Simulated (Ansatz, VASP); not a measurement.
## ZnS: VASP beside Ansatz

File INCAR:

```
PREC = Accurate
ENCUT = 520
EDIFF = 1E-6
ISMEAR = 0
SIGMA = 0.05
LREAL = F
LASPH = T
NELM = 100
ALGO = Normal
ISIF = 2
LWAVE = F
LCHARG = F
GGA = PE
NBANDS = 46
```

Contents of KPOINTS:

```
Automatic mesh
0
Gamma
  12 12 4
```

File POSCAR:

```
ZnS
1.0
    3.8227020304      0.0000000000      0.0000000000
   -1.9113510152      3.3105570694      0.0000000000
    0.0000000000      0.0000000000     12.5200000000
Zn S
4 4
Direct
    0.0000000000      0.0000000000      0.0000000000
    0.0000000000      0.0000000000      0.5000000000
    0.3333333333      0.6666666667      0.2320287540
    0.6666666667      0.3333333333      0.7500000000
    0.0000000000      0.0000000000      0.1875000000
    0.0000000000      0.0000000000      0.6875000000
    0.3333333333      0.6666666667      0.4375000000
    0.6666666667      0.3333333333      0.9375000000
```

Input for Ansatz:

```yaml
crystal:
  lattice:
    - [3.8227020304, 0.0, 0.0]
    - [-1.9113510152, 3.3105570694, 0.0]
    - [0.0, 0.0, 12.52]
  atoms:
    - { symbol: Zn, position: [0.0, 0.0, 0.0] }
    - { symbol: Zn, position: [0.0, 0.0, 0.5] }
    - { symbol: Zn, position: [0.3333333333, 0.6666666667, 0.232028754] }
    - { symbol: Zn, position: [0.6666666667, 0.3333333333, 0.75] }
    - { symbol: S, position: [0.0, 0.0, 0.1875] }
    - { symbol: S, position: [0.0, 0.0, 0.6875] }
    - { symbol: S, position: [0.3333333333, 0.6666666667, 0.4375] }
    - { symbol: S, position: [0.6666666667, 0.3333333333, 0.9375] }
basis:
  ecutwfc: 420
kpoints:
  mp_grid: { grid: [12, 12, 4] }
hamiltonian:
  xc: pbe
scf:
  occupations: { method: gaussian, width: 0.05 }
output:
  forces: true
  stress: true
  eigenvalues: true
```

Alike in both runs: task single point; functional PBE; k mesh 12 × 12 × 4; occupations gaussian, width 0.05 eV; no spin polarisation.

|  | VASP | Ansatz |
| --- | --- | --- |
| version | VASP 6.6.1 | Ansatz 0.2.0 |
| potentials or method | VASP PAW PBE potentials, release 64 (Zn, S), cutoff 520 eV | scalar-relativistic, plane waves, PAW |
| valence electrons in the cell | 72 | 72 |

```tsv
	VASP	Ansatz	Ansatz less VASP
gap on the k mesh at the Fermi level (eV)	1.85	1.85	0.000
least direct gap on the mesh (eV)	1.85	1.85	0.000
pressure (GPa)	1.8	1.6	-0.17
traceless stress, the component that is largest in VASP (GPa)	-1.10	-1.08	+0.020
rms of the force components (eV/Å)	0.320	0.317	-0.0027
```

Atom by atom the forces differ by 0.003 eV/Å (rms over components). With one functional, cell and mesh, what is left measures potentials, basis and numerics.
